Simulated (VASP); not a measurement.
# AlIn2N3 (Cmmm) in VASP: a series of runs

The runs below take AlIn2N3 through single point, with PBE.

Everything below comes from runs of VASP 6.6.1. Logs are shortened: lines on timing, memory, paths and dates and some standing lists are left out, and cuts for length are marked.

### 1 The cell of the first run

The structure is orthorhombic, space group Cmmm (No. 65). The conventional cell has a = 7.150 Å, b = 11.922 Å, c = 3.252 Å, α = 90.00°, β = 90.00°, γ = 90.00°. Al (site symmetry mmm) has 2 Al at 3.25 Å and 12 N at 3.84 to 3.93 Å and 4 In at 4.25 Å within 4.3 Å. Within 2.7 Å of In (site symmetry m2m) lie 3 N at 2.02 to 2.03 Å. N (site symmetry 2/m) has 2 In at 2.02 Å within 2.7 Å. N (site symmetry mmm) has 2 In at 2.03 Å within 2.7 Å.

### 2 Single point, PBE, collinear spin, ferromagnetic start

The input, INCAR:

```
PREC = Accurate
ENCUT = 520
EDIFF = 1E-6
ISMEAR = 0
SIGMA = 0.1
LREAL = False
LASPH = True
NELM = 150
ALGO = Normal
ISIF = 2
LWAVE = False
LCHARG = False
ISPIN = 2
MAGMOM = 0 0 0 0.7 0.7 0.7
LORBIT = 11
GGA = PE
NBANDS = 35
```

The input, KPOINTS:

```
Automatic mesh
0
Gamma
  4 4 6
```

The input, POSCAR:

```
AlIn2N3
1.0
    3.5748353455     -5.9611636189      0.0000000000
    3.5748353455      5.9611636189      0.0000000000
    0.0000000000      0.0000000000      3.2516703732
Al In N
1 2 3
Direct
    0.5000000000      0.5000000000      0.5000000000
    0.1706141138      0.8293858862      0.0000000000
    0.8293858862      0.1706141138      0.0000000000
    0.0000000000      0.5000000000      0.0000000000
    0.5000000000      0.0000000000      0.0000000000
    0.0000000000      0.0000000000      0.0000000000
```

Potentials or basis: VASP PAW PBE potentials, release 64 (Al, In_d, N).

Launch:

```sh
$ cat potpaw_PBE.64/Al/POTCAR potpaw_PBE.64/In_d/POTCAR potpaw_PBE.64/N/POTCAR > POTCAR
$ mpirun -np 1 vasp_std > vasp.out
```

OUTCAR:

```text
PREC = Accurate
   ENCUT = 520
   EDIFF = 1E-6
   ISMEAR = 0
   LREAL = False
   LASPH = True
   NELM = 150
   ISIF = 2
   ISPIN = 2
   LORBIT = 11
   GGA = PE

 ion  position               nearest neighbor table
   1  0.500  0.500  0.500-
   2  0.171  0.829  0.000-   4 2.02   5 2.02   6 2.03
   3  0.829  0.171  0.000-   4 2.02   5 2.02   6 2.03
   4  0.000  0.500  0.000-   2 2.02   3 2.02
   5  0.500  0.000  0.000-   2 2.02   3 2.02
   6  0.000  0.000  0.000-   2 2.03   3 2.03

  LATTYP: Found a base centered orthorhombic cell.
 ALAT       =     7.1496706910
 B/A-ratio  =     1.6675351569
 C/A-ratio  =     0.4548000200

  Lattice vectors:

 A1 = (   3.5748353455,  -5.9611636189,   0.0000000000)
 A2 = (   3.5748353455,   5.9611636189,   0.0000000000)
 A3 = (   0.0000000000,   0.0000000000,   3.2516703732)

Analysis of symmetry for initial positions (statically):
=====================================================================
 Subroutine PRICEL returns:
 Original cell was already a primitive cell.

 Routine SETGRP: Setting up the symmetry group for a
 base centered orthorhombic supercell.

 Subroutine GETGRP returns: Found  8 space group operations
 (whereof  8 operations were pure point group operations)
 out of a pool of  8 trial point group operations.

The static configuration has the point symmetry D_2h.

Analysis of symmetry for dynamics (positions and initial velocities):
=====================================================================
 Subroutine PRICEL returns:
 Original cell was already a primitive cell.

 Routine SETGRP: Setting up the symmetry group for a
 base centered orthorhombic supercell.

 Subroutine GETGRP returns: Found  8 space group operations
 (whereof  8 operations were pure point group operations)
 out of a pool of  8 trial point group operations.

The dynamic configuration has the point symmetry D_2h.

Analysis of structural, dynamic, and magnetic symmetry:
=====================================================================
 Subroutine PRICEL returns:
 Original cell was already a primitive cell.

 Routine SETGRP: Setting up the symmetry group for a
 base centered orthorhombic supercell.

 Subroutine GETGRP returns: Found  8 space group operations
 (whereof  8 operations were pure point group operations)
 out of a pool of  8 trial point group operations.

The overall configuration has the point symmetry D_2h.

 Subroutine INISYM returns: Found  8 space group operations
 (whereof  8 operations are pure point group operations),
 and found     1 'primitive' translations

----------------------------------------------------------------------------------------

                                     Primitive cell

  volume of cell :     138.5874

  direct lattice vectors                    reciprocal lattice vectors
     3.574835345 -5.961163619  0.000000000     0.139866582 -0.083876242  0.000000000
     3.574835345  5.961163619  0.000000000     0.139866582  0.083876242  0.000000000
     0.000000000  0.000000000  3.251670373     0.000000000  0.000000000  0.307534247

  length of vectors
     6.950893427  6.950893427  3.251670373     0.163088579  0.163088579  0.307534247

  position of ions in fractional coordinates (direct lattice)
     0.500000000  0.500000000  0.500000000
     0.170614114  0.829385886  0.000000000
     0.829385886  0.170614114  0.000000000
     0.000000000  0.500000000  0.000000000
     0.500000000  0.000000000  0.000000000
     0.000000000  0.000000000  0.000000000

  ion indices of the primitive-cell ions
   primitive index   ion index
                 1           1
                 2           2
                 3           3
                 4           4
                 5           5
                 6           6

----------------------------------------------------------------------------------------

 KPOINTS: Automatic mesh

Automatic generation of k-mesh.
 Grid dimensions read from file:
 generate k-points for:    4    4    6

 Generating k-lattice:

  Cartesian coordinates                     Fractional coordinates (reciprocal lattice)
     0.034966645 -0.020969060  0.000000000     0.250000000  0.000000000  0.000000000
     0.034966645  0.020969060  0.000000000     0.000000000  0.250000000  0.000000000
     0.000000000  0.000000000  0.051255708     0.000000000  0.000000000  0.166666667

  Length of vectors
     0.040772145  0.040772145  0.051255708

  Shift w.r.t. Gamma in fractional coordinates (k-lattice)
     0.000000000  0.000000000  0.000000000

 Subroutine IBZKPT returns following result:
 ===========================================

 Found     28 irreducible k-points:

 Following reciprocal coordinates:
            Coordinates               Weight
  0.000000  0.000000  0.000000      1.000000
  0.250000  0.000000  0.000000      4.000000
  0.500000  0.000000  0.000000      2.000000
  0.250000  0.250000  0.000000      2.000000
  0.500000  0.250000  0.000000      4.000000
 -0.250000  0.250000  0.000000      2.000000
[... 16 lines left out ...]
  0.250000  0.000000  0.500000      4.000000
  0.500000  0.000000  0.500000      2.000000
 [... further k-points ...]
   k-points           NKPTS =     28   k-points in BZ     NKDIM =     28   number of bands    NBANDS=     35
   number of dos      NEDOS =    301   number of ions     NIONS =      6
   total plane-waves  NPLWV =  69984
   dimension x,y,z NGX =    54 NGY =   54 NGZ =   24
   dimension x,y,z NGXF=   108 NGYF=  108 NGZF=   48
   ions per type =               1   2   3
   NGX,Y,Z   is equivalent  to a cutoff of  12.92, 12.92, 12.27 a.u.
   NGXF,Y,Z  is equivalent  to a cutoff of  25.83, 25.83, 24.54 a.u.
 SYSTEM =  unknown system
   PREC   = accura    normal or accurate (medium, high low for compatibility)
   ISTART =      0    job   : 0-new  1-cont  2-samecut
   ICHARG =      2    charge: 1-file 2-atom 10-const
   ISPIN  =      2    spin polarized calculation?
   LNONCOLLINEAR =      F non collinear calculations
   LSORBIT =      F    spin-orbit coupling
   LASPH  =      T    aspherical Exc in radial PAW
   ENCUT  =  520.0 eV  38.22 Ry    6.18 a.u.  12.92 12.92  6.05*2*pi/ulx,y,z
   NELM   =    150;   NELMIN=  2; NELMDL= -5     # of ELM steps
   EDIFF  = 0.1E-05   stopping-criterion for ELM
   LREAL  =      F    real-space projection
   EDIFFG = 0.1E-04   stopping-criterion for IOM
   NSW    =      0    number of steps for IOM
   IBRION =     -1    ionic relax: 0-MD 1-quasi-New 2-CG
   NFREE  =      0    steps in history (QN), initial steepest desc. (CG)
   ISIF   =      2    stress and relaxation
   ISYM   =      2    0-nonsym 1-usesym 2-fastsym
   POTIM  = 0.5000    time-step for ionic-motion
   TEBEG  =    0.0;   TEEND  =   0.0 temperature during run
   PSTRESS=    0.0 pullay stress
   NELECT =      44.0000    total number of electrons
   NUPDOWN=      -1.0000    fix difference up-down
   EMIN   =  10.00;   EMAX   =-10.00  energy-range for DOS
   EFERMI =   0.00;   METHOD = LEGACY
   ISMEAR =     0;   SIGMA  =   0.10  broadening in eV -4-tet -1-fermi 0-gaus
   EFERMI_NEDOS =   21; number of points for ismear=-14 and -15
   IALGO  =     38    algorithm
   IMIX   =      4    mixing-type and parameters
     AMIX     =   0.40;   BMIX     =  1.00
     AMIX_MAG =   1.60;   BMIX_MAG =  1.00
  volume/ion in A,a.u.               =      23.10       155.87
  Fermi-wavevector in a.u.,A,eV,Ry     =   1.116823  2.110490 16.970474  1.247295
  Thomas-Fermi vector in A             =   2.253441
   LORBIT       =     11    0 simple, 1 ext, 2 COOP (PROOUT), +10 PAW based schemes
   GGA     = PE    functional components
   LHFCALC =     F    Hartree Fock is set to
   AEXX    =    0.0000 exact exchange contribution
   IVDW    =     0    specifies the selected vdW correction
   LEPSILON=     F    determine dielectric tensor
   LRPA    =     F    only Hartree local field effects (RPA)
 spin polarized calculation
 Gauss-broadening in eV      SIGMA  =   0.10
  energy-cutoff  :      520.00
  volume of cell :      138.59
 maximum number of plane-waves:      3764
 NGX is ok and might be reduce to    54
   NGX = 25   NGY = 25   NGZ = 13

 number of electron      44.0000001 magnetization       2.0999070

 Free energy of the ion-electron system (eV)
  ---------------------------------------------------
  ext. energy  EPLUGINS =         0.00000000
  ---------------------------------------------------
  free energy    TOTEN  =       -23.91627923 eV

  energy without entropy =      -23.90089077  energy(sigma->0) =      -23.90858500

 E-fermi :   2.4776     XC(G=0):  -8.4938

 val. band max:        2.4758802119   @ k =   0.5000   0.5000   0.1667
 cond. band min:       2.5124106156   @ k =  -0.2500   0.2500   0.1667
 fundamental gap:      0.0365304037
 Fermi energy:         2.4776102604

 spin component 1

 k-point     1 :       0.0000    0.0000    0.0000
  band No.  band energies     occupation
      1     -12.8058      1.00000
      2     -12.7195      1.00000
      3     -12.5714      1.00000
      4     -11.8186      1.00000
      5     -11.5013      1.00000
      6     -11.4605      1.00000
[... 26 lines left out ...]
     33      11.9641      0.00000
     34      12.0374      0.00000

 k-point     2 :       0.2500    0.0000    0.0000
  band No.  band energies     occupation
      1     -12.7798      1.00000
      2     -12.7209      1.00000
      3     -12.6118      1.00000
      4     -11.7812      1.00000
      5     -11.5307      1.00000
      6     -11.4694      1.00000
[... 26 lines left out ...]
     33      11.3577      0.00000
     34      12.1165      0.00000
[... 775 lines left out ...]
     33      10.6815      0.00000
     34      10.9766      0.00000

 k-point    24 :       0.5000    0.0000    0.5000
  band No.  band energies     occupation
      1     -12.5945      1.00000
      2     -12.5574      1.00000
      3     -12.5527      1.00000
      4     -11.4817      1.00000
      5     -11.4616      1.00000
      6     -11.4428      1.00000
[... 26 lines left out ...]
     33      10.3372      0.00000
     34      10.4791      0.00000

 [... further k-points ...]

 spin component 2

 k-point     1 :       0.0000    0.0000    0.0000
  band No.  band energies     occupation
      1     -12.4413      1.00000
      2     -12.2717      1.00000
      3     -12.2044      1.00000
      4     -11.8339      1.00000
      5     -11.4760      1.00000
      6     -11.4407      1.00000
[... 26 lines left out ...]
     33      12.0506      0.00000
     34      12.1927      0.00000

 k-point     2 :       0.2500    0.0000    0.0000
  band No.  band energies     occupation
      1     -12.4165      1.00000
      2     -12.2796      1.00000
      3     -12.2521      1.00000
      4     -11.7820      1.00000
      5     -11.5024      1.00000
      6     -11.4474      1.00000
[... 26 lines left out ...]
     33      11.3087      0.00000
     34      12.1134      0.00000
[... 775 lines left out ...]
     33      10.5955      0.00000
     34      10.9092      0.00000

 k-point    24 :       0.5000    0.0000    0.5000
  band No.  band energies     occupation
      1     -12.2154      1.00000
      2     -12.2105      1.00000
      3     -12.1646      1.00000
      4     -11.4746      1.00000
      5     -11.4590      1.00000
      6     -11.4368      1.00000
[... 26 lines left out ...]
     33      10.1897      0.00000
     34      10.4351      0.00000

 [... further k-points ...]

 [bands above 34 left out]

------------------------ aborting loop because EDIFF is reached ----------------------------------------

  FORCE on cell =-STRESS in cart. coord.  units (eV):
  Direction    XX          YY          ZZ          XY          YZ          ZX
  --------------------------------------------------------------------------------------
  -------------------------------------------------------------------------------------
  Total        0.0715517      0.1462138     -0.2065818      0.0000000      0.0000000      0.0000000
  in kB        0.8271929      1.6903449     -2.3882458      0.0000000      0.0000000      0.0000000
  external PRESSURE =       0.0430973 kB  Pullay stress =       0.0000000 kB

 VOLUME and BASIS-vectors are now :
 -----------------------------------------------------------------------------
  energy-cutoff  :      520.00
  volume of cell :      138.59
      direct lattice vectors                 reciprocal lattice vectors
     3.574835345 -5.961163619  0.000000000     0.139866582 -0.083876242  0.000000000
     3.574835345  5.961163619  0.000000000     0.139866582  0.083876242  0.000000000
     0.000000000  0.000000000  3.251670373     0.000000000  0.000000000  0.307534247

 POSITION                                       TOTAL-FORCE (eV/Angst)
 -----------------------------------------------------------------------------------
      3.57484      0.00000      1.62584        -0.000000      0.000000      0.000000
      3.57484      3.92705      0.00000         0.000000     -0.015747     -0.000000
      3.57484     -3.92705      0.00000         0.000000      0.015747      0.000000
      1.78742      2.98058      0.00000         0.000000      0.000000      0.000000
      1.78742     -2.98058      0.00000         0.000000      0.000000      0.000000
      0.00000      0.00000      0.00000         0.000000      0.000000      0.000000
 -----------------------------------------------------------------------------------
    total drift:                                0.000000     -0.000000      0.000000

  FREE ENERGIE OF THE ION-ELECTRON SYSTEM (eV)
  ---------------------------------------------------
  free  energy   TOTEN  =       -23.9162792262 eV

  energy  without entropy=      -23.9008907718  energy(sigma->0) =      -23.90858500

 total charge

# of ion       s       p       d       tot
------------------------------------------
    1        0.621   0.089   0.000   0.710
    2        0.785   0.800   9.999  11.583
    3        0.785   0.800   9.999  11.583
    4        1.279   2.265   0.000   3.544
    5        1.279   2.265   0.000   3.544
    6        1.285   2.250   0.000   3.535
--------------------------------------------------
tot          6.033   8.469  19.997  34.500

 magnetization (x)

# of ion       s       p       d       tot
------------------------------------------
    1       -0.001  -0.023   0.000  -0.024
    2       -0.020  -0.037   0.021  -0.037
    3       -0.020  -0.037   0.021  -0.037
    4        0.012   0.508   0.000   0.521
    5        0.012   0.508   0.000   0.521
    6        0.015   0.619   0.000   0.635
--------------------------------------------------
tot         -0.003   1.539   0.042   1.578
```

Wall time 8.3 min (1 thread of AMD EPYC 7R43 (Zen 3), shared host); peak memory 0.38 GiB.

Results:

```yaml
Free_energy: -23.9163 eV
Pressure: 0.0 GPa
Largest_force: 0.016 eV/Å
Net_moment: 2.10 μB per cell
Site_moments: Al -0.02; In -0.04; N +0.52, +0.64 μB
Valence_electrons_inside_the_program's_atomic_spheres: Al 0.71; In 11.58; N 3.54
```

Forces in eV/Å, atoms in the order of the input:
```
Al   0.000  0.000  0.000
In   0.000 -0.016  0.000
In   0.000  0.016  0.000
N    0.000  0.000  0.000
N    0.000  0.000  0.000
N    0.000  0.000  0.000
```

Caveat: spin-orbit coupling is left out, which moves the levels of the heavy elements.

[end of part 1 of 2]
